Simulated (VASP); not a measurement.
# AlN (F-43m) in VASP: settings compared

The runs below take AlN through single point, with r2SCAN, HSE06.

Program: VASP 6.6.1. These are calculated values, not measurements. Logs are shortened: lines on timing, memory, paths and dates and some standing lists are left out, and cuts for length are marked.

### 1 The cell of the first run

It takes space group F-43m (No. 216, cubic). Conventional cell: a = 4.370 Å, b = 4.370 Å, c = 4.370 Å, α = 90.00°, β = 90.00°, γ = 90.00°. Al (site symmetry -43m) has 4 N at 1.89 Å within 2.5 Å. N (site symmetry -43m) has 4 Al at 1.89 Å within 2.5 Å.

### 2 Single point, r2SCAN

POSCAR

```
AlN
1.0
    0.0000000000      2.1848764127      2.1848764127
    2.1848764127      0.0000000000      2.1848764127
    2.1848764127      2.1848764127      0.0000000000
Al N
1 1
Direct
    0.0000000000      0.0000000000      0.0000000000
    0.2500000000      0.2500000000      0.2500000000
```

INCAR.step1

```
ALGO = Normal
EDIFF = 1E-4
ENCUT = 520
GGA = PE
ISMEAR = 0
LASPH = True
LCHARG = False
LREAL = False
LWAVE = True
NBANDS = 11
NELM = 100
PREC = Accurate
SIGMA = 0.01
```

INCAR.step2

```
ALGO = Normal
EDIFF = 1E-6
ENCUT = 520
ISIF = 2
ISMEAR = 0
ISTART = 1
LASPH = True
LCHARG = False
LMIXTAU = True
LREAL = False
LWAVE = False
METAGGA = R2SCAN
NBANDS = 11
NELM = 100
PREC = Accurate
SIGMA = 0.01
```

KPOINTS

```
k-points
0
Gamma
  8 8 8
```

Potentials or basis: VASP PAW PBE potentials, release 64 (Al, N).

On the command line:

```sh
cat potpaw_PBE.64/Al/POTCAR potpaw_PBE.64/N/POTCAR > POTCAR
cp INCAR.step1 INCAR
mpirun -np 1 vasp_std > vasp.out
cp INCAR.step2 INCAR
mpirun -np 1 vasp_std > vasp.out
```

OUTCAR:

```text
EDIFF = 1E-6
   ENCUT = 520
   ISIF = 2
   ISMEAR = 0
   ISTART = 1
   LASPH = True
   LREAL = False
   METAGGA = R2SCAN
   NELM = 100
   PREC = Accurate

 ion  position               nearest neighbor table
   1  0.000  0.000  0.000-   2 1.89   2 1.89   2 1.89   2 1.89
   2  0.250  0.250  0.250-   1 1.89   1 1.89   1 1.89   1 1.89

  LATTYP: Found a face centered cubic cell.
 ALAT       =     4.3697528254

  Lattice vectors:

 A1 = (   0.0000000000,   2.1848764127,   2.1848764127)
 A2 = (   2.1848764127,   0.0000000000,   2.1848764127)
 A3 = (   2.1848764127,   2.1848764127,   0.0000000000)

Analysis of symmetry for initial positions (statically):
=====================================================================
 Subroutine PRICEL returns:
 Original cell was already a primitive cell.

 Routine SETGRP: Setting up the symmetry group for a
 face centered cubic supercell.

 Subroutine GETGRP returns: Found 24 space group operations
 (whereof 24 operations were pure point group operations)
 out of a pool of 48 trial point group operations.

The static configuration has the point symmetry T_d .

Analysis of symmetry for dynamics (positions and initial velocities):
=====================================================================
 Subroutine PRICEL returns:
 Original cell was already a primitive cell.

 Routine SETGRP: Setting up the symmetry group for a
 face centered cubic supercell.

 Subroutine GETGRP returns: Found 24 space group operations
 (whereof 24 operations were pure point group operations)
 out of a pool of 48 trial point group operations.

The dynamic configuration has the point symmetry T_d .

 Subroutine INISYM returns: Found 24 space group operations
 (whereof 24 operations are pure point group operations),
 and found     1 'primitive' translations

----------------------------------------------------------------------------------------

                                     Primitive cell

  volume of cell :      20.8598

  direct lattice vectors                    reciprocal lattice vectors
     0.000000000  2.184876413  2.184876413    -0.228845896  0.228845896  0.228845896
     2.184876413  0.000000000  2.184876413     0.228845896 -0.228845896  0.228845896
     2.184876413  2.184876413  0.000000000     0.228845896  0.228845896 -0.228845896

  length of vectors
[... 88 lines left out ...]
   ISIF   =      2    stress and relaxation
   ISYM   =      2    0-nonsym 1-usesym 2-fastsym
   POTIM  = 0.5000    time-step for ionic-motion
   TEBEG  =    0.0;   TEEND  =   0.0 temperature during run
   PSTRESS=    0.0 pullay stress
   NELECT =       8.0000    total number of electrons
   NUPDOWN=      -1.0000    fix difference up-down
   EMIN   =  10.00;   EMAX   =-10.00  energy-range for DOS
   EFERMI =   0.00;   METHOD = LEGACY
   ISMEAR =     0;   SIGMA  =   0.01  broadening in eV -4-tet -1-fermi 0-gaus
   EFERMI_NEDOS =   21; number of points for ismear=-14 and -15
   IALGO  =     38    algorithm
   IMIX   =      4    mixing-type and parameters
     AMIX     =   0.40;   BMIX     =  1.00
     AMIX_MAG =   1.60;   BMIX_MAG =  1.00
  volume/ion in A,a.u.               =      10.43        70.38
  Fermi-wavevector in a.u.,A,eV,Ry     =   1.189418  2.247675 19.248378  1.414716
  Thomas-Fermi vector in A             =   2.325526
   LORBIT       =      0    0 simple, 1 ext, 2 COOP (PROOUT), +10 PAW based schemes
   METAGGA = R2SCAN    functional components
   LHFCALC =     F    Hartree Fock is set to
   AEXX    =    0.0000 exact exchange contribution
   IVDW    =     0    specifies the selected vdW correction
   LEPSILON=     F    determine dielectric tensor
   LRPA    =     F    only Hartree local field effects (RPA)
 non-spin polarized calculation
 Gauss-broadening in eV      SIGMA  =   0.01
  energy-cutoff  :      520.00
  volume of cell :       20.86
 maximum number of plane-waves:       588
   NGX = 11   NGY = 11   NGZ = 11

 number of electron       8.0000000 magnetization

 Free energy of the ion-electron system (eV)
  ---------------------------------------------------
  ext. energy  EPLUGINS =         0.00000000
  ---------------------------------------------------
  free energy    TOTEN  =       -19.17961498 eV

  energy without entropy =      -19.17961498  energy(sigma->0) =      -19.17961498

 E-fermi :   5.8365     XC(G=0): -11.4129

 val. band max:        5.6818763784   @ k =   0.0000   0.0000   0.0000
 cond. band min:       9.6155940737   @ k =   0.5000   0.5000   0.0000
 fundamental gap:      3.9337176953
 Fermi energy:         5.8365039214

 k-point     1 :       0.0000    0.0000    0.0000
  band No.  band energies     occupation
      1     -10.0528      2.00000
      2       5.6819      2.00000
      3       5.6819      2.00000
      4       5.6819      2.00000
      5      10.5629      0.00000
      6      19.1906      0.00000
      7      19.1906      0.00000
      8      19.1906      0.00000
      9      24.2061      0.00000
     10      24.2061      0.00000
     11      25.9160      0.00000
[... 309 lines left out ...]
 k-point    24 :      -0.3750    0.2500    0.1250
  band No.  band energies     occupation
      1      -7.7276      2.00000
      2       0.5169      2.00000
      3       3.4449      2.00000
      4       4.5595      2.00000
      5      13.5198      0.00000
      6      15.7932      0.00000
      7      18.8594      0.00000
      8      19.3011      0.00000
      9      24.0121      0.00000
     10      25.6218      0.00000
     11      29.0583      0.00000

 [... further k-points ...]

------------------------ aborting loop because EDIFF is reached ----------------------------------------

  FORCE on cell =-STRESS in cart. coord.  units (eV):
  Direction    XX          YY          ZZ          XY          YZ          ZX
  --------------------------------------------------------------------------------------
  -------------------------------------------------------------------------------------
  Total       -0.0505151     -0.0505151     -0.0505151      0.0000000     -0.0000000      0.0000000
  in kB       -3.8799060     -3.8799060     -3.8799060      0.0000000     -0.0000000      0.0000000
  external PRESSURE =      -3.8799060 kB  Pullay stress =       0.0000000 kB

 VOLUME and BASIS-vectors are now :
 -----------------------------------------------------------------------------
  energy-cutoff  :      520.00
  volume of cell :       20.86
      direct lattice vectors                 reciprocal lattice vectors
     0.000000000  2.184876413  2.184876413    -0.228845896  0.228845896  0.228845896
     2.184876413  0.000000000  2.184876413     0.228845896 -0.228845896  0.228845896
     2.184876413  2.184876413  0.000000000     0.228845896  0.228845896 -0.228845896

 POSITION                                       TOTAL-FORCE (eV/Angst)
 -----------------------------------------------------------------------------------
      0.00000      0.00000      0.00000         0.000000      0.000000     -0.000000
      1.09244      1.09244      1.09244        -0.000000     -0.000000      0.000000
 -----------------------------------------------------------------------------------
    total drift:                               -0.000000     -0.000000     -0.000000

  FREE ENERGIE OF THE ION-ELECTRON SYSTEM (eV)
  ---------------------------------------------------
  free  energy   TOTEN  =       -19.1796149802 eV

  energy  without entropy=      -19.1796149802  energy(sigma->0) =      -19.17961498
```

Run time: 28 s. Hardware: 1 thread of AMD EPYC 7R13 (Zen 3), shared host; peak memory 0.11 GiB.

Results:

```yaml
Free_energy: -19.1796 eV
Pressure: -0.4 GPa
Band_gap_on_the_k_mesh: 3.93 eV, indirect (least direct gap 4.88 eV)
```

Caveat: the PAW data sets were made with another functional, which shifts forces and pressure a little. r2SCAN opens gaps a little over a GGA but as a rule still falls short of measured ones.

### 3 Single point, r2SCAN

POSCAR is that of step 2.

INCAR.step1

```
SYSTEM = AlN
PREC = Accurate ; ENCUT = 520
ISMEAR = 1 ; SIGMA = 0.2
LREAL = .FALSE. ; LASPH = .TRUE.
NELM = 60 ; NBANDS = 11
GGA = PE ; ALGO = Normal
EDIFF = 1E-4 ; LWAVE = .TRUE.
LCHARG = .FALSE.
```

INCAR.step2

```
SYSTEM = AlN
PREC = Accurate ; ENCUT = 520
EDIFF = 1E-6 ; ISMEAR = 1
SIGMA = 0.2 ; LREAL = .FALSE.
LASPH = .TRUE. ; NELM = 60
ALGO = Normal ; ISIF = 2
LWAVE = .FALSE. ; LCHARG = .TRUE.
METAGGA = R2SCAN ; LMIXTAU = .TRUE.
LELF = .TRUE. ; LVHAR = .TRUE.
NBANDS = 11 ; ISTART = 1
```

KPOINTS

```
regular mesh
0
G
  8 8 8
  0 0 0
```

Potentials or basis: VASP PAW PBE potentials, release 64 (Al, N).

On the command line:

```sh
cat potpaw_PBE.64/Al/POTCAR potpaw_PBE.64/N/POTCAR > POTCAR
cp INCAR.step1 INCAR
mpirun -np 1 vasp_std > vasp.out
cp INCAR.step2 INCAR
mpirun -np 1 vasp_std > vasp.out
```

OUTCAR:

```text
SYSTEM = AlN
   PREC = Accurate
   ENCUT = 520
   EDIFF = 1E-6
   ISMEAR = 1
   LREAL = .FALSE.
   LASPH = .TRUE.
   NELM = 60
   ISIF = 2
   METAGGA = R2SCAN
   ISTART = 1

 ion  position               nearest neighbor table
   1  0.000  0.000  0.000-   2 1.89   2 1.89   2 1.89   2 1.89
   2  0.250  0.250  0.250-   1 1.89   1 1.89   1 1.89   1 1.89

  LATTYP: Found a face centered cubic cell.
 ALAT       =     4.3697528254

  Lattice vectors:

 A1 = (   0.0000000000,   2.1848764127,   2.1848764127)
 A2 = (   2.1848764127,   0.0000000000,   2.1848764127)
 A3 = (   2.1848764127,   2.1848764127,   0.0000000000)

Analysis of symmetry for initial positions (statically):
=====================================================================
 Subroutine PRICEL returns:
 Original cell was already a primitive cell.

 Routine SETGRP: Setting up the symmetry group for a
 face centered cubic supercell.

 Subroutine GETGRP returns: Found 24 space group operations
 (whereof 24 operations were pure point group operations)
 out of a pool of 48 trial point group operations.

[... 171 lines left out ...]
      1     -10.0529      2.00000
      2       5.6817      1.70683
      3       5.6817      1.70683
      4       5.6817      1.70682
      5      10.5629      0.00000
      6      19.1906      0.00000
      7      19.1906      0.00000
      8      19.1906      0.00000
      9      24.2060      0.00000
     10      24.2060      0.00000
     11      25.9160      0.00000
[... 309 lines left out ...]
 k-point    24 :      -0.3750    0.2500    0.1250
  band No.  band energies     occupation
      1      -7.7278      2.00000
      2       0.5169      2.00000
      3       3.4448      2.00000
      4       4.5594      2.00000
      5      13.5198      0.00000
      6      15.7931      0.00000
      7      18.8593      0.00000
      8      19.3011      0.00000
      9      24.0121      0.00000
     10      25.6218      0.00000
     11      29.0582      0.00000

 [... further k-points ...]

------------------------ aborting loop because EDIFF is reached ----------------------------------------

  FORCE on cell =-STRESS in cart. coord.  units (eV):
  Direction    XX          YY          ZZ          XY          YZ          ZX
  --------------------------------------------------------------------------------------
  -------------------------------------------------------------------------------------
  Total       -0.0507270     -0.0507270     -0.0507270      0.0000000      0.0000000      0.0000000
  in kB       -3.8961806     -3.8961806     -3.8961806      0.0000000      0.0000000      0.0000000
  external PRESSURE =      -3.8961806 kB  Pullay stress =       0.0000000 kB

 VOLUME and BASIS-vectors are now :
 -----------------------------------------------------------------------------
  energy-cutoff  :      520.00
  volume of cell :       20.86
      direct lattice vectors                 reciprocal lattice vectors
     0.000000000  2.184876413  2.184876413    -0.228845896  0.228845896  0.228845896
     2.184876413  0.000000000  2.184876413     0.228845896 -0.228845896  0.228845896
     2.184876413  2.184876413  0.000000000     0.228845896  0.228845896 -0.228845896

 POSITION                                       TOTAL-FORCE (eV/Angst)
 -----------------------------------------------------------------------------------
      0.00000      0.00000      0.00000        -0.000000     -0.000000      0.000000
      1.09244      1.09244      1.09244         0.000000      0.000000     -0.000000
 -----------------------------------------------------------------------------------
    total drift:                               -0.000000     -0.000000     -0.000000

  FREE ENERGIE OF THE ION-ELECTRON SYSTEM (eV)
  ---------------------------------------------------
  free  energy   TOTEN  =       -19.1787727083 eV

  energy  without entropy=      -19.1804230237  energy(sigma->0) =      -19.17932281
```

Run time: 28 s. Hardware: 1 thread of AMD EPYC 7R13 (Zen 3), shared host; peak memory 0.11 GiB.

What came out:

| Item | Value |
| --- | --- |
| Free energy | -19.1788 eV |
| Pressure | -0.4 GPa |
| Band gap on the k mesh | 3.93 eV, indirect (least direct gap 4.88 eV) |

Levels at points of the mesh, in eV from the valence-band top:
```
           k point  band 2  band 3  band 4  band 5  band 6  band 7
(0.00, 0.00, 0.00)    0.00    0.00    0.00    4.88   13.51   13.51
(0.50, 0.00, 0.00)   -5.89   -0.49   -0.49    8.20   10.82   11.94
(0.50, 0.50, 0.00)   -4.95   -1.81   -1.81    3.93    9.47   15.18
```

Caveat: the PAW data sets were made with another functional, which shifts forces and pressure a little. A k mesh can miss the band edges.

### 4 Single point, HSE06

POSCAR is that of step 3.

INCAR.step1

```
SYSTEM = AlN
ALGO = Normal
EDIFF = 1E-5
ENCUT = 520
GGA = PE
ISIF = 2
ISMEAR = 0
LASPH = .True.
LCHARG = .False.
LREAL = .False.
LWAVE = .True.
NBANDS = 11
NELM = 60
PREC = Accurate
SIGMA = 0.01
```

INCAR.step2

```
SYSTEM = AlN
ALGO = Normal
EDIFF = 1E-6
ENCUT = 520
GGA = PE
HFSCREEN = 0.2079
ISIF = 2
ISMEAR = 0
ISTART = 1
LASPH = .True.
LCHARG = .False.
LHFCALC = .True.
LREAL = .False.
LWAVE = .False.
NBANDS = 11
NELM = 60
PREC = Accurate
PRECFOCK = Normal
SIGMA = 0.01
```

KPOINTS

```
k-points
0
Gamma
  4 4 4
  0 0 0
```

On the command line:

```sh
cat potpaw_PBE.64/Al/POTCAR potpaw_PBE.64/N/POTCAR > POTCAR
cp INCAR.step1 INCAR
mpirun -np 1 vasp_std > vasp.out
cp INCAR.step2 INCAR
mpirun -np 1 vasp_std > vasp.out
```

It took 57 s on 1 thread of AMD EPYC 7R13 (Zen 3), shared host; peak memory 0.2 GiB.

It converged, with:

```yaml
Free_energy: -17.3654 eV
Pressure: -0.8 GPa
Band_gap_on_the_k_mesh: 4.55 eV, indirect (least direct gap 5.56 eV)
```

Levels at points of the mesh, in eV from the valence-band top:
| k point | band 1 | band 2 | band 3 | band 4 | band 5 | band 6 | band 7 | band 8 |
| --- | --- | --- | --- | --- | --- | --- | --- | --- |
| (0.00, 0.00, 0.00) | -16.46 | 0.00 | 0.00 | 0.00 | 5.56 | 14.22 | 14.22 | 14.22 |
| (0.50, 0.00, 0.00) | -14.28 | -6.34 | -0.53 | -0.53 | 8.86 | 11.63 | 12.74 | 12.74 |
| (0.50, 0.50, 0.00) | -13.60 | -5.33 | -1.95 | -1.95 | 4.55 | 10.07 | 16.09 | 17.81 |

Caveat: the k points lie up to 0.62 Å⁻¹ apart; the PAW data sets were made with another functional, which shifts forces and pressure a little. A k mesh can miss the band edges.

### 5 The runs side by side

| level | k mesh | smearing | grid for exact exchange (PRECFOCK) | screening parameter | gap on the mesh (eV) | pressure (GPa) |
| --- | --- | --- | --- | --- | --- | --- |
| r2SCAN | 8 × 8 × 8 | gaussian 0.01 eV | - | - | 3.93 | -0.4 |
| r2SCAN | 8 × 8 × 8 | methfessel-paxton 0.2 eV | - | - | 3.93 | -0.4 |
| HSE06 | 4 × 4 × 4 | gaussian 0.01 eV | Normal | 0.2079 1/Å | 4.55 | -0.8 |

Alike in all rows: task single point; potentials or basis VASP PAW PBE potentials, release 64 (Al, N); no spin polarisation; cell as given; cutoff (eV) 520.

Caveats: some runs use coarse meshes; the PAW data sets were made with another functional, which shifts forces and pressure a little.

Absolute energies hang on the potentials; compare differences alone.
